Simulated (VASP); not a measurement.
# CuO (P-1) in VASP: further runs

The runs below take CuO through single point, with RPBE.

Everything below comes from runs of VASP 6.6.1. Logs are shortened: lines on timing, memory, paths and dates and some standing lists are left out, and cuts for length are marked.

### Step 1. The cell of the first run

The typed cell holds 4 atoms: a = 2.899 Å, b = 2.899 Å, c = 5.211 Å, α = 89.81°, β = 89.81°, γ = 89.22°.

### Step 2. Single point, RPBE

INCAR

```
SYSTEM = CuO
ALGO = Normal
EDIFF = 1E-6
ENCUT = 520
GGA = RP
ISIF = 2
ISMEAR = -1
LASPH = .True.
LCHARG = .True.
LELF = .True.
LREAL = .False.
LVHAR = .True.
LWAVE = .False.
NBANDS = 25
NELM = 80
PREC = Accurate
SIGMA = 0.05
```

KPOINTS

```
k-points
0
Gamma
  9 9 5
  0 0 0
```

POSCAR

```
CuO
1.0
    2.8985710625      0.0000000000      0.0000000000
    0.0393315255      2.8983481113      0.0000000000
    0.0176112532      0.0173591088      5.2106205905
Cu O
2 2
Direct
    0.0000000000      0.5000000000      0.0000000000
    0.5000000000      0.0000000000      0.5000000000
    0.9984239700      0.0016717800      0.7498871000
    0.0015760300      0.9983282200      0.2501129000
```

Potentials or basis: VASP PAW PBE potentials, release 64 (Cu, O).

Started as:

```bash
$ cat potpaw_PBE.64/Cu/POTCAR potpaw_PBE.64/O/POTCAR > POTCAR
$ mpirun -np 1 vasp_std > vasp.out
```

OUTCAR:

```text
SYSTEM = CuO
   EDIFF = 1E-6
   ENCUT = 520
   GGA = RP
   ISIF = 2
   ISMEAR = -1
   LASPH = .True.
   LREAL = .False.
   NELM = 80
   PREC = Accurate

 ion  position               nearest neighbor table
   1  0.000  0.500  0.000-   3 1.95   4 1.95   3 1.95   4 1.95
   2  0.500  0.000  0.500-   3 1.95   4 1.95   4 1.95   3 1.95
   3  0.998  0.002  0.750-   2 1.95   2 1.95   1 1.95   1 1.95
   4  0.002  0.998  0.250-   2 1.95   2 1.95   1 1.95   1 1.95

  LATTYP: Found a base centered monoclinic cell.
 ALAT       =    11.1905404506
 B/A-ratio  =     0.3638182808
 C/A-ratio  =     0.4656324948
 COS(beta)  =    -0.9295148209

  Lattice vectors:

 A1 = (   2.8809598093,  -0.0173591088,  -5.2106205905)
 A2 = (   0.0217202723,   2.8809890025,  -5.2106205905)
 A3 = (   0.0176112532,   0.0173591088,   5.2106205905)

Analysis of symmetry for initial positions (statically):
=====================================================================
 Subroutine PRICEL returns:
 Original cell was already a primitive cell.

 Routine SETGRP: Setting up the symmetry group for a
 base centered monoclinic supercell.

 Subroutine GETGRP returns: Found  2 space group operations
 (whereof  2 operations were pure point group operations)
 out of a pool of  4 trial point group operations.

The static configuration has the point symmetry S_2 .

Analysis of symmetry for dynamics (positions and initial velocities):
=====================================================================
 Subroutine PRICEL returns:
 Original cell was already a primitive cell.

 Routine SETGRP: Setting up the symmetry group for a
 base centered monoclinic supercell.

 Subroutine GETGRP returns: Found  2 space group operations
 (whereof  2 operations were pure point group operations)
 out of a pool of  4 trial point group operations.

The dynamic configuration has the point symmetry S_2 .

 Subroutine INISYM returns: Found  2 space group operations
 (whereof  2 operations are pure point group operations),
 and found     1 'primitive' translations

----------------------------------------------------------------------------------------

                                     Primitive cell

  volume of cell :      43.7748

  direct lattice vectors                    reciprocal lattice vectors
     2.898571062  0.000000000  0.000000000     0.344997579 -0.004681729 -0.001150452
     0.039331525  2.898348111  0.000000000     0.000000000  0.345024118 -0.001149443
     0.017611253  0.017359109  5.210620590     0.000000000  0.000000000  0.191915720

  length of vectors
     2.898571062  2.898614970  5.210679268     0.345031262  0.345026032  0.191915720

  position of ions in fractional coordinates (direct lattice)
     0.000000000  0.500000000  0.000000000
     0.500000000  0.000000000  0.500000000
     0.998423970  0.001671780  0.749887100
     0.001576030  0.998328220  0.250112900

  ion indices of the primitive-cell ions
   primitive index   ion index
                 1           1
                 2           2
                 3           3
                 4           4

----------------------------------------------------------------------------------------

 KPOINTS: k-points

Automatic generation of k-mesh.
 Grid dimensions read from file:
 generate k-points for:    9    9    5

 Generating k-lattice:

  Cartesian coordinates                     Fractional coordinates (reciprocal lattice)
     0.038333064 -0.000520192 -0.000127828     0.111111111  0.000000000  0.000000000
     0.000000000  0.038336013 -0.000127716     0.000000000  0.111111111  0.000000000
     0.000000000  0.000000000  0.038383144     0.000000000  0.000000000  0.200000000

  Length of vectors
     0.038336807  0.038336226  0.038383144

  Shift w.r.t. Gamma in fractional coordinates (k-lattice)
     0.000000000  0.000000000  0.000000000

 Subroutine IBZKPT returns following result:
 ===========================================

 Found    203 irreducible k-points:

 Following reciprocal coordinates:
            Coordinates               Weight
  0.000000  0.000000  0.000000      1.000000
  0.111111 -0.000000 -0.000000      2.000000
  0.000000 -0.111111 -0.000000      2.000000
  0.222222  0.000000  0.000000      2.000000
  0.000000 -0.222222 -0.000000      2.000000
  0.333333  0.000000  0.000000      2.000000
[... 16 lines left out ...]
 -0.111111  0.111111  0.000000      2.000000
  0.222222  0.222222  0.000000      2.000000
 [... further k-points ...]
   k-points           NKPTS =    203   k-points in BZ     NKDIM =    203   number of bands    NBANDS=     25
   number of dos      NEDOS =    301   number of ions     NIONS =      4
   total plane-waves  NPLWV =  23040
   dimension x,y,z NGX =    24 NGY =   24 NGZ =   40
   dimension x,y,z NGXF=    48 NGYF=   48 NGZF=   80
   ions per type =               2   2
   NGX,Y,Z   is equivalent  to a cutoff of  13.77, 13.76, 12.76 a.u.
   NGXF,Y,Z  is equivalent  to a cutoff of  27.53, 27.53, 25.52 a.u.
 SYSTEM =  CuO
   PREC   = accura    normal or accurate (medium, high low for compatibility)
   ISTART =      0    job   : 0-new  1-cont  2-samecut
   ICHARG =      2    charge: 1-file 2-atom 10-const
   ISPIN  =      1    spin polarized calculation?
   LNONCOLLINEAR =      F non collinear calculations
   LSORBIT =      F    spin-orbit coupling
   LASPH  =      T    aspherical Exc in radial PAW
   ENCUT  =  520.0 eV  38.22 Ry    6.18 a.u.   5.39  5.39  9.69*2*pi/ulx,y,z
   NELM   =     80;   NELMIN=  2; NELMDL= -5     # of ELM steps
   EDIFF  = 0.1E-05   stopping-criterion for ELM
   LREAL  =      F    real-space projection
   EDIFFG = 0.1E-04   stopping-criterion for IOM
   NSW    =      0    number of steps for IOM
   IBRION =     -1    ionic relax: 0-MD 1-quasi-New 2-CG
   NFREE  =      0    steps in history (QN), initial steepest desc. (CG)
   ISIF   =      2    stress and relaxation
   ISYM   =      2    0-nonsym 1-usesym 2-fastsym
   POTIM  = 0.5000    time-step for ionic-motion
   TEBEG  =    0.0;   TEEND  =   0.0 temperature during run
   PSTRESS=    0.0 pullay stress
   NELECT =      34.0000    total number of electrons
   NUPDOWN=      -1.0000    fix difference up-down
   EMIN   =  10.00;   EMAX   =-10.00  energy-range for DOS
   EFERMI =   0.00;   METHOD = LEGACY
   ISMEAR =    -1;   SIGMA  =   0.05  broadening in eV -4-tet -1-fermi 0-gaus
   EFERMI_NEDOS =   21; number of points for ismear=-14 and -15
   IALGO  =     38    algorithm
   IMIX   =      4    mixing-type and parameters
     AMIX     =   0.40;   BMIX     =  1.00
     AMIX_MAG =   1.60;   BMIX_MAG =  1.00
  volume/ion in A,a.u.               =      10.94        73.85
  Fermi-wavevector in a.u.,A,eV,Ry     =   1.504850  2.843754 30.811385  2.264573
  Thomas-Fermi vector in A             =   2.615776
   LORBIT       =      0    0 simple, 1 ext, 2 COOP (PROOUT), +10 PAW based schemes
   GGA     = RP    functional components
   LHFCALC =     F    Hartree Fock is set to
   AEXX    =    0.0000 exact exchange contribution
   IVDW    =     0    specifies the selected vdW correction
   LEPSILON=     F    determine dielectric tensor
   LRPA    =     F    only Hartree local field effects (RPA)
 non-spin polarized calculation
  energy-cutoff  :      520.00
  volume of cell :       43.77
 maximum number of plane-waves:      1196
 NGX is ok and might be reduce to    24
   NGX = 11   NGY = 11   NGZ = 19

 number of electron      34.0000001 magnetization

 Free energy of the ion-electron system (eV)
  ---------------------------------------------------
  ext. energy  EPLUGINS =         0.00000000
  ---------------------------------------------------
  free energy    TOTEN  =       -17.97348678 eV

  energy without entropy =      -17.95386539  energy(sigma->0) =      -17.96367609

 E-fermi :   5.1841     XC(G=0): -11.1684

 val. band max:        5.1665508539   @ k =   0.4444   0.4444   0.4000
 cond. band min:       5.2059049573   @ k =  -0.1111   0.2222   0.0000
 fundamental gap:      0.0393541033
 Fermi energy:         5.1841294654

 k-point     1 :       0.0000    0.0000    0.0000
  band No.  band energies     occupation
      1     -14.7267      2.00000
      2     -13.4942      2.00000
      3      -2.9493      2.00000
      4      -0.2074      2.00000
      5      -0.1806      2.00000
      6       1.4487      2.00000
[... 17 lines left out ...]
     24      19.9985      0.00000
     25      20.2923      0.00000

 k-point     2 :       0.1111   -0.0000   -0.0000
  band No.  band energies     occupation
      1     -14.6602      2.00000
      2     -13.4719      2.00000
      3      -2.8325      2.00000
      4      -0.2759      2.00000
      5      -0.1561      2.00000
      6       0.8486      2.00000
[... 17 lines left out ...]
     24      20.2063      0.00000
     25      20.3707      0.00000

 k-point     3 :       0.0000   -0.1111   -0.0000
  band No.  band energies     occupation
      1     -14.6602      2.00000
      2     -13.4718      2.00000
      3      -2.8327      2.00000
      4      -0.2704      2.00000
      5      -0.1623      2.00000
      6       0.8492      2.00000
[... 17 lines left out ...]
     24      20.2046      0.00000
     25      20.3839      0.00000

 k-point     4 :       0.2222    0.0000    0.0000
  band No.  band energies     occupation
      1     -14.4855      2.00000
      2     -13.4145      2.00000
      3      -2.5219      2.00000
      4      -0.4195      2.00000
      5      -0.2555      2.00000
      6      -0.0702      2.00000
[... 17 lines left out ...]
     24      20.2313      0.00000
     25      20.7920      0.00000

 k-point     5 :       0.0000   -0.2222   -0.0000
  band No.  band energies     occupation
      1     -14.4858      2.00000
      2     -13.4143      2.00000
      3      -2.5226      2.00000
      4      -0.4152      2.00000
      5      -0.2541      2.00000
      6      -0.0768      2.00000
[... 17 lines left out ...]
     24      20.2298      0.00000
     25      20.6200      0.00000

 k-point     6 :       0.3333    0.0000    0.0000
  band No.  band energies     occupation
      1     -14.2743      2.00000
      2     -13.3485      2.00000
      3      -2.1393      2.00000
      4      -1.2414      2.00000
      5      -0.4929      2.00000
      6       0.0327      2.00000
[... 17 lines left out ...]
     24      19.3913      0.00000
     25      20.5699      0.00000
[... 393 lines left out ...]
 k-point    21 :      -0.2222    0.1111    0.0000
  band No.  band energies     occupation
      1     -14.4202      2.00000
      2     -13.3939      2.00000
      3      -2.4020      2.00000
      4      -0.3966      2.00000
      5      -0.2398      2.00000
      6      -0.1318      2.00000
[... 17 lines left out ...]
     24      18.7212      0.00000
     25      20.4437      0.00000

 k-point    22 :      -0.1111    0.2222    0.0000
  band No.  band energies     occupation
      1     -14.4204      2.00000
      2     -13.3937      2.00000
      3      -2.4026      2.00000
      4      -0.3928      2.00000
      5      -0.2386      2.00000
      6      -0.1372      2.00000
[... 17 lines left out ...]
     24      18.7196      0.00000
     25      20.4452      0.00000

 k-point    23 :      -0.1111    0.1111    0.0000
  band No.  band energies     occupation
      1     -14.5936      2.00000
      2     -13.4495      2.00000
      3      -2.7144      2.00000
      4      -0.2813      2.00000
      5      -0.1965      2.00000
      6       0.7215      2.00000
[... 17 lines left out ...]
     24      18.9540      0.00000
     25      20.4294      0.00000

 k-point    24 :       0.2222    0.2222    0.0000
  band No.  band energies     occupation
      1     -14.2560      2.00000
      2     -13.3449      2.00000
      3      -2.0907      2.00000
      4      -0.3618      2.00000
      5      -0.2770      2.00000
      6      -0.1618      2.00000
[... 17 lines left out ...]
     24      17.4129      0.00000
     25      20.8179      0.00000

 [... further k-points ...]

------------------------ aborting loop because EDIFF is reached ----------------------------------------

  FORCE on cell =-STRESS in cart. coord.  units (eV):
  Direction    XX          YY          ZZ          XY          YZ          ZX
  --------------------------------------------------------------------------------------
  -------------------------------------------------------------------------------------
  Total        2.4046517      2.3876507      2.0228554     -0.0055642      0.0058242      0.0020235
  in kB       88.0113779     87.3891305     74.0374540     -0.2036510      0.2131675      0.0740595
  external PRESSURE =      83.1459875 kB  Pullay stress =       0.0000000 kB

 VOLUME and BASIS-vectors are now :
 -----------------------------------------------------------------------------
  energy-cutoff  :      520.00
  volume of cell :       43.77
      direct lattice vectors                 reciprocal lattice vectors
     2.898571062  0.000000000  0.000000000     0.344997579 -0.004681729 -0.001150452
     0.039331525  2.898348111  0.000000000     0.000000000  0.345024118 -0.001149443
     0.017611253  0.017359109  5.210620590     0.000000000  0.000000000  0.191915720

 POSITION                                       TOTAL-FORCE (eV/Angst)
 -----------------------------------------------------------------------------------
      0.01967      1.44917      0.00000         0.000000     -0.000000      0.000000
      1.45809      0.00868      2.60531         0.000000      0.000000      0.000000
      2.90728      0.01786      3.90738         0.002469     -0.003961      0.009270
      0.04824      2.89784      1.30324        -0.002469      0.003961     -0.009270
 -----------------------------------------------------------------------------------
    total drift:                                0.000000     -0.000000     -0.000000

  FREE ENERGIE OF THE ION-ELECTRON SYSTEM (eV)
  ---------------------------------------------------
  free  energy   TOTEN  =       -17.9734867796 eV

  energy  without entropy=      -17.9538653944  energy(sigma->0) =      -17.96367609
```

Run time: 2.7 min. Hardware: 1 thread of Intel Xeon Platinum 8488C (Sapphire Rapids), shared host; peak memory 0.3 GiB.

What came out:

```
Free energy            : -17.9735 eV
Pressure               : 8.3 GPa
Largest force          : 0.010 eV/Å
Band gap on the k mesh : zero (band 17 reaches 5.84 eV, above the bottom of band 18 at 4.93 eV)
```

Forces on the atoms (eV/Å):
```
Cu   0.000  0.000  0.000
Cu   0.000  0.000  0.000
O    0.002 -0.004  0.009
O   -0.002  0.004 -0.009
```

Stress tensor (GPa, compression positive):
```
 8.80 -0.02  0.01
-0.02  8.74  0.02
 0.01  0.02  7.40
```

Levels at points of the mesh, in eV from the Fermi level:
```tsv
k point	band 15	band 16	band 17	band 18	band 19	band 20
(0.00, 0.00, 0.00)	-2.29	-2.00	0.65	0.69	1.50	6.28
```

Caveat: the PAW data sets were made with another functional, which shifts forces and pressure a little; semilocal functionals often make such compounds metallic where correlation or magnetic order opens a gap, which also shifts bond lengths. With open d or f shells a metallic result of RPBE can be an artefact of self-interaction; +U or a hybrid may open a gap.

### Step 3. Single point, RPBE

This run uses another cell than the first one, of 11.16 Å³/atom, 1.020 times its volume.

INCAR

```
  PREC = Accurate
  ENCUT = 520
  EDIFF = 1E-7
  ISMEAR = -1
  SIGMA = 0.05
  LREAL = F
  LASPH = T
  NELM = 80
  ALGO = Normal
  ISIF = 2
  LWAVE = F
  LCHARG = T
  GGA = RP
  LELF = T
  LVHAR = T
  NBANDS = 25
```

KPOINTS

```
regular mesh
0
Gamma
  9 9 5
```

POSCAR

```
CuO
1.0
    2.9173934799      0.0000000000      0.0000000000
    0.0395869322      2.9171690810      0.0000000000
    0.0177256152      0.0174718334      5.2444567372
Cu O
2 2
Direct
    0.0000000000      0.5000000000      0.0000000000
    0.5000000000      0.0000000000      0.5000000000
    0.9984239700      0.0016717800      0.7498871000
    0.0015760300      0.9983282200      0.2501129000
```

Potentials or basis: VASP PAW PBE potentials, release 64 (Cu, O).

Started as:

```bash
$ cat potpaw_PBE.64/Cu/POTCAR potpaw_PBE.64/O/POTCAR > POTCAR
$ mpirun -np 1 vasp_std > vasp.out
```

Wall time 3.7 min (1 thread of Intel Xeon Platinum 8488C (Sapphire Rapids), shared host); peak memory 0.3 GiB.

The run converged. Its results:

- Free energy: -18.0106 eV
- Pressure: 5.1 GPa
- Largest force: 0.011 eV/Å
- Band gap on the k mesh: zero (band 17 reaches 5.58 eV, above the bottom of band 18 at 4.69 eV)

Forces on the atoms (eV/Å):
```
Cu   0.000  0.000  0.000
Cu   0.000  0.000  0.000
O    0.004 -0.005  0.009
O   -0.004  0.005 -0.009
```

Stress tensor (GPa, compression positive):
```
 6.00 -0.04  0.00
-0.04  5.96  0.01
 0.00  0.01  3.40
```

Levels at points of the mesh, in eV from the Fermi level:
| k point | band 13 | band 14 | band 15 | band 16 | band 17 | band 18 | band 19 | band 20 | band 21 | band 22 |
| --- | --- | --- | --- | --- | --- | --- | --- | --- | --- | --- |
| (0.00, 0.00, 0.00) | -2.34 | -2.31 | -2.23 | -1.95 | 0.65 | 0.68 | 1.45 | 6.27 | 7.25 | 13.64 |

Caveat: the PAW data sets were made with another functional, which shifts forces and pressure a little; semilocal functionals often make such compounds metallic where correlation or magnetic order opens a gap, which also shifts bond lengths. With open d or f shells a metallic result of RPBE can be an artefact of self-interaction; +U or a hybrid may open a gap.
